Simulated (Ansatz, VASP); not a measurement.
# Two plane-wave programs on LuSeBr

```
CELL_PARAMETERS angstrom
4.69342 0.00000 0.00000
-2.34671 4.06462 0.00000
0.00000 0.00000 3.91236
ATOMIC_POSITIONS crystal
Lu 0.66667 0.33333 0.50000
Se 0.00000 0.00000 0.00000
Br 0.33333 0.66667 0.50000
```

Change from the starting cell: species swapped into the BaGaSi type (P-6m2, No. 187).

Alike in both runs: functional PBE; k mesh 12 × 12 × 10; occupations gaussian, width 0.01 eV; no spin polarisation.

Ansatz relaxed the structure, and its values are those at the end. VASP's run is a single point on that final structure, the one shown.

```csv
,VASP,Ansatz
version,VASP 6.6.1,Ansatz 0.2.0
potentials or method,"VASP PAW PBE potentials, release 64 (Lu, Se, Br), cutoff 520 eV","scalar-relativistic, plane waves, PAW"
valence electrons in the cell,38,48
```

|  | VASP | Ansatz | Ansatz less VASP |
| --- | --- | --- | --- |
| gap on the k mesh at the Fermi level (eV) | 0.03 | 0.03 | +0.001 |
| least direct gap on the mesh (eV) | 0.08 | 0.08 | -0.002 |
| pressure (GPa) | 0.1 | 0.0 | -0.13 |

VASP's potentials hold 38 valence electrons a cell and Ansatz's 48, so a difference there can come from the potentials and not from the codes.

Spin-orbit coupling is off throughout.
